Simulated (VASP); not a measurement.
C:

```
CELL_PARAMETERS angstrom
0.00000 1.78012 1.83353
1.78012 0.00000 1.83353
1.78012 1.78012 0.00000
ATOMIC_POSITIONS crystal
C 0.00000 0.00000 0.00000
C 0.25000 0.25000 0.25000
```

This cell differs from its parent crystal: uniaxial z strain +3.0%.

Program: VASP 6.6.1. Alike in all runs: task single point; no spin polarisation; cell as given; smearing gaussian 0.01 eV.

Question: Order these runs on this cell by their pressure, lowest first.
A. level PBE; potentials or basis VASP PAW PBE potentials, release 64 (C); k mesh 6 × 6 × 6; cutoff (eV) 520
B. level r2SCAN; potentials or basis VASP PAW PBE potentials, release 64 (C); k mesh 12 × 12 × 12; cutoff (eV) 520
C. level r2SCAN; potentials or basis VASP PAW PBE potentials, release 64 (C_h); k mesh 12 × 12 × 12; cutoff (eV) 910; second run hard_potentials

Answer: C (-13.4 GPa), B (-11.6 GPa), A (-7.7 GPa).

Caveats: some runs use coarse meshes; the PAW data sets were made with another functional, which shifts forces and pressure a little (some runs); the cutoff is under 1.25 times the usual one of these potentials, so pressure, stress and relaxed cells hold a basis-set (Pulay) error (some runs).
